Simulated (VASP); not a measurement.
Here is a VASP 6.6.1 calculation.

INCAR

```
PREC = Accurate ; ENCUT = 500
EDIFF = 1E-6 ; ISMEAR = 0
SIGMA = 0.02 ; LREAL = False
LASPH = True ; NELM = 120
ALGO = Normal ; ISIF = 2
LWAVE = False ; LCHARG = False
GGA = PE ; NBANDS = 21
GGA_COMPAT = False
```

File KPOINTS:

```
regular mesh
0
Gamma
  6 6 4
```

The input POSCAR:

```
PbI2
1.0
    4.6785475797      0.0000000000      0.0000000000
   -2.3392737899      4.0517410568      0.0000000000
    0.0000000000      0.0000000000      7.6903754617
Pb I
1 2
Direct
    0.0000000000      0.0000000000      0.0000000000
    0.3333333333      0.6666666667      0.2412822959
    0.6666666667      0.3333333333      0.7587177041
```

Potentials or basis: VASP PAW PBE potentials, release 64 (Pb_d, I).

Command:

```sh
$ cat potpaw_PBE.64/Pb_d/POTCAR potpaw_PBE.64/I/POTCAR > POTCAR
$ mpirun -np 1 vasp_std > vasp.out
```

(1) Estimate the band gap on the k mesh.

(2) Estimate the pressure.

Answers

(1) 2.42 eV (least direct gap 2.51 eV).

(2) 0.0 GPa.

Caveat: spin-orbit coupling is left out, which moves the levels of the heavy elements; this functional lacks dispersion, which binds layers or chains, so the pressure and a relaxed spacing across them are unreliable.
